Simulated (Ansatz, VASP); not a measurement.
WS2 in VASP and in Ansatz

```xyz
6
Lattice="3.1268 0.0000 0.0000 -1.5634 2.7079 0.0000 0.0000 0.0000 12.1613" Properties=species:S:1:pos:R:3 pbc="T T T"
W     0.0000    1.8053    3.0403
W     1.5634    0.9026    9.1210
S     0.0000    1.8053    7.5589
S     1.5634    0.9026    1.4783
S     0.0000    1.8053   10.6831
S     1.5634    0.9026    4.6024
```

Alike in both runs: functional LDA; k mesh 9 × 9 × 2; no spin polarisation.

Ansatz relaxed the structure, and its values are those at the end. VASP's run is a single point on that final structure, the one shown.

|  | VASP | Ansatz |
| --- | --- | --- |
| version | VASP 6.6.1 | Ansatz 0.2.0 |
| potentials or method | VASP PAW LDA potentials, release 64 (W_sv, S) | plane waves, PAW |
| plane-wave cutoff (eV) | 520 | 420 |
| occupations | methfessel-paxton of order 1, width 0.1 eV | cold |
| valence electrons in the cell | 52 | 52 |

|  | VASP | Ansatz | Ansatz less VASP |
| --- | --- | --- | --- |
| pressure (GPa) | 0.4 | 0.0 | -0.41 |
| rms of the force components (eV/Å) | 0.023 | 0.000 | -0.0227 |

LDA's correlation is that of Perdew and Zunger in VASP and of Perdew and Wang (1992) in Ansatz.

Neither program's run includes spin-orbit coupling.
